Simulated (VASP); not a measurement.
## Al: single point with PBEsol

Crystal: Al.

```
Al
1.0
     0.00000    2.00738    2.00738
     2.00738    0.00000    2.00738
     2.00738    2.00738    0.00000
Al
1
Direct
  0.00000 0.00000 0.00000
```

| Quantity | Value |
| --- | --- |
| Program | VASP 6.6.1 |
| Task | single point |
| Functional | PBEsol |
| Potentials or basis | VASP PAW PBE potentials, release 64 (Al) |
| Cutoff | 520 eV |
| k mesh | 13 × 13 × 13 |
| Occupations | fermi-dirac, width 0.05 eV |
| Spin | no spin polarisation |

```json
{
  "Pressure": "0.0 GPa"
}
```

Levels at points of the mesh, in eV from the Fermi level:
```
           k point  band 1  band 2  band 3  band 4
(0.00, 0.00, 0.00)  -11.19   12.78   12.78   12.78
```

Wall time 4.3 s on 1 thread of Intel(R) Xeon(R) Platinum 8488C (Sapphire Rapids) (shared host), peak memory 0.13 GiB.

Caveat: the PAW data sets were made with another functional, which shifts forces and pressure a little.
